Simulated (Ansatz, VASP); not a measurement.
# Ni in VASP and in Ansatz

The input INCAR:

```
SYSTEM = Ni
PREC = Accurate ; ENCUT = 520
EDIFF = 1E-6 ; ISMEAR = -1
SIGMA = 0.05 ; LREAL = .FALSE.
LASPH = .TRUE. ; NELM = 150
ALGO = Normal ; ISIF = 2
LWAVE = .FALSE. ; LCHARG = .TRUE.
ISPIN = 2 ; MAGMOM = 0.463
LORBIT = 11 ; LMAXMIX = 4
GGA = CA ; LELF = .TRUE.
LVHAR = .TRUE. ; NBANDS = 15
```

The input KPOINTS:

```
Automatic mesh
0
G
  23 23 23
  0 0 0
```

POSCAR

```
Ni
1.0
    2.1980554348      0.0000000000      0.0000000000
    0.0000000000      2.1980554348      0.0000000000
    0.0000000000      0.0000000000      2.1980554348
Ni
1
Direct
    0.0000000000      0.0000000000      0.0000000000
```

Input for Ansatz:

```yaml
crystal:
  lattice:
    - [2.1980554348, 0.0, 0.0]
    - [0.0, 2.1980554348, 0.0]
    - [0.0, 0.0, 2.1980554348]
  atoms:
    - { symbol: Ni, position: [0.0, 0.0, 0.0], spin: 0.463 }
hamiltonian:
  xc: lda
  pseudopotentials:
    kind: paw
    azcp:
      Ni: "pseudopotentials/Ni.paw.azcp"
basis:
  ecutwfc: 420
  fft_grid_basis: typed
kpoints:
  mp_grid: { grid: [23, 23, 23], shift: [0, 0, 0] }
magnetization:
  spin_polarized: true
scf:
  occupations: { method: fermi_dirac, width: 0.05 }
output:
  stress: true
```

Alike in both runs: task single point; functional LDA; k mesh 23 × 23 × 23; occupations fermi-dirac, width 0.05 eV; collinear spin.

```csv
,VASP,Ansatz
version,VASP 6.6.1,Ansatz 0.2.0
potentials or method,"VASP PAW LDA potentials, release 64 (Ni), cutoff 520 eV","plane waves (420 eV) with PAW, scalar-relativistic"
valence electrons in the cell,10,18
```

|  | VASP | Ansatz | Ansatz less VASP |
| --- | --- | --- | --- |
| pressure (GPa) | 18.4 | 18.9 | +0.49 |
| net moment per atom (μB) | 0.35 | 0.39 | +0.039 |
| size of the moment on the site where the two differ most (μB) | 0.35 | 0.39 | +0.044 |

Ansatz warns that its potentials were made for another functional, while VASP's fit it. LDA's correlation is that of Perdew and Zunger in VASP and of Perdew and Wang (1992) in Ansatz. Site moments also hang on the region over which each program counts them. VASP's potentials hold 10 valence electrons a cell and Ansatz's 18, so a difference there can come from the potentials and not from the codes.
